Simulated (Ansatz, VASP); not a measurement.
**CrPd3: VASP beside Ansatz**

Contents of INCAR:

```
ALGO = Normal
EDIFF = 1E-7
ENCUT = 520
ISIF = 2
ISMEAR = -1
ISPIN = 2
LASPH = True
LCHARG = False
LMAXMIX = 4
LORBIT = 11
LREAL = False
LWAVE = False
MAGMOM = 3 0 0 0
NBANDS = 33
NELM = 150
PREC = Accurate
SIGMA = 0.1
```

The input KPOINTS:

```
k-points
0
Gamma
  6 6 6
```

File POSCAR:

```
CrPd3
1.0
    3.7842312751      0.0000000000      0.0000000000
    0.0000000000      3.7842312751      0.0000000000
    0.0000000000      0.0000000000      3.7842312751
Cr Pd
1 3
Direct
    0.0000000000      0.0000000000      0.0000000000
    0.0000000000      0.5000000000      0.5000000000
    0.5000000000      0.0000000000      0.5000000000
    0.5000000000      0.5000000000      0.0000000000
```

Input for Ansatz:

```yaml
crystal:
  lattice:
    - [3.7842312751025533, 0.0, 0.0]
    - [0.0, 3.7842312751025533, 0.0]
    - [0.0, 0.0, 3.7842312751025533]
  atoms:
    - { symbol: Cr, position: [0.0, 0.0, 0.0], spin: 3.0 }
    - { symbol: Pd, position: [0.0, 0.5, 0.5] }
    - { symbol: Pd, position: [0.5, 0.0, 0.5] }
    - { symbol: Pd, position: [0.5, 0.5, 0.0] }
basis:
  ecutwfc: 500.0
kpoints:
  mp_grid:
    grid: [6, 6, 6]
hamiltonian:
  xc: lda
magnetization:
  spin_polarized: true
scf:
  occupations:
    method: fermi_dirac
```

Alike in both runs: task single point; functional LDA; k mesh 6 × 6 × 6; collinear spin.

|  | VASP | Ansatz |
| --- | --- | --- |
| version | VASP 6.6.1 | Ansatz 0.2.0 |
| potentials or method | VASP PAW LDA potentials, release 64 (Cr_pv, Pd), cutoff 520 eV | plane waves, PAW |
| occupations | fermi-dirac, width 0.1 eV | fermi-dirac |
| valence electrons in the cell | 42 | 68 |

|  | VASP | Ansatz | Ansatz less VASP |
| --- | --- | --- | --- |
| net moment per atom (μB) | 0.62 | 0.62 | +0.003 |

LDA's correlation is that of Perdew and Zunger in VASP and of Perdew and Wang (1992) in Ansatz. VASP's potentials hold 42 valence electrons a cell and Ansatz's 68, so a difference there can come from the potentials and not from the codes.
